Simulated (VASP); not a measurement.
A run of VASP 6.6.1 is set up as follows.

File INCAR:

```
SYSTEM = WSe2
  ALGO = Normal
  EDIFF = 1E-7
  ENCUT = 520
  GGA = PE
  ISIF = 2
  ISMEAR = 0
  IVDW = 12
  LASPH = .TRUE.
  LCHARG = .FALSE.
  LREAL = .FALSE.
  LWAVE = .FALSE.
  NBANDS = 20
  NELM = 100
  PREC = Accurate
  SIGMA = 0.05
```

KPOINTS

```
k-points
0
G
  9 9 4
  0 0 0
```

POSCAR

```
WSe2
1.0
    3.2329475091      0.0000000000      0.0000000000
   -1.6164737546      2.7998146720      0.0000000000
    0.0000000000      0.0000000000      7.2065632926
W Se
1 2
Direct
    0.0000000000      0.0000000000      0.0000000000
    0.3333333333      0.6666666667      0.2048671987
    0.3333333333      0.6666666667      0.7951328013
```

Potentials or basis: VASP PAW PBE potentials, release 64 (W_sv, Se).

Run with:

```sh
$ cat potpaw_PBE.64/W_sv/POTCAR potpaw_PBE.64/Se/POTCAR > POTCAR
$ mpirun -np 1 vasp_std > vasp.out
```

**Question.** What does it give for the pressure?

**Answer.** 26.9 GPa.

**Question.** Estimate the largest force.

**Answer.** 5.567 eV/Å.

Stress tensor (GPa, compression positive):
```
21.14  0.00  0.00
 0.00 21.14  0.00
 0.00  0.00 38.36
```

Caveat: the cell stands under pressure; forces of over 1 eV/Å act on the atoms, so gaps and moduli don't describe the material at rest.
